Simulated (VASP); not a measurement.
Write the native input for VASP 6.6.1 that does the following.

- Task: single point
- Functional: PBE
- Dispersion: D3(BJ)
- Potentials or basis: VASP PAW PBE potentials, release 64 (Bi_d)
- Cutoff: 520 eV
- k mesh: 16 × 16 × 16
- Occupations: gaussian, width 0.15 eV
- Spin: no spin polarisation
- Dipole correction: no
- Further INCAR settings: ALGO = Fast; EDIFF = 1e-07; NBANDS = 14

The structure of Bi lies in POSCAR:

```
Bi
1.0
   -1.9374249645      2.0843851388      1.8565968686
    1.9374249645     -2.0843851388      1.8565968686
    1.9374249645      2.0843851388     -1.8565968686
Bi
1
Direct
    0.0000000000      0.0000000000      0.0000000000
```

This cell differs from its parent crystal: strain +e along x and -e along y -0.0375, strain +e along z and -e/2 along x and y -0.0525.

One way to write it, as run:

INCAR

```
  ALGO = Fast
  EDIFF = 1E-7
  ENCUT = 520
  GGA = PE
  ISIF = 2
  ISMEAR = 0
  IVDW = 12
  LASPH = T
  LCHARG = F
  LREAL = F
  LWAVE = F
  NBANDS = 14
  NELM = 100
  PREC = Accurate
  SIGMA = 0.15
```

KPOINTS

```
k-points
0
Gamma
  16 16 16
```

Potentials or basis: VASP PAW PBE potentials, release 64 (Bi_d).

Launch:

```sh
$ cat potpaw_PBE.64/Bi_d/POTCAR > POTCAR
$ mpirun -np 1 vasp_std > vasp.out
```

Results of the run:

| Quantity | Value |
| --- | --- |
| Pressure | 0.3 GPa |
| Band gap on the k mesh | zero (an odd number of electrons rules out a gap without spin polarisation) |
| Dispersion energy per atom | -0.526 eV |

Caveat: the cell differs from its parent crystal (strain +e along x and -e along y -0.0375, strain +e along z and -e/2 along x and y -0.0525); spin-orbit coupling is left out, which moves the levels of the heavy elements.

It took 5.6 min on 1 thread of Intel Xeon 8259CL (shared host), peak memory 0.35 GiB.
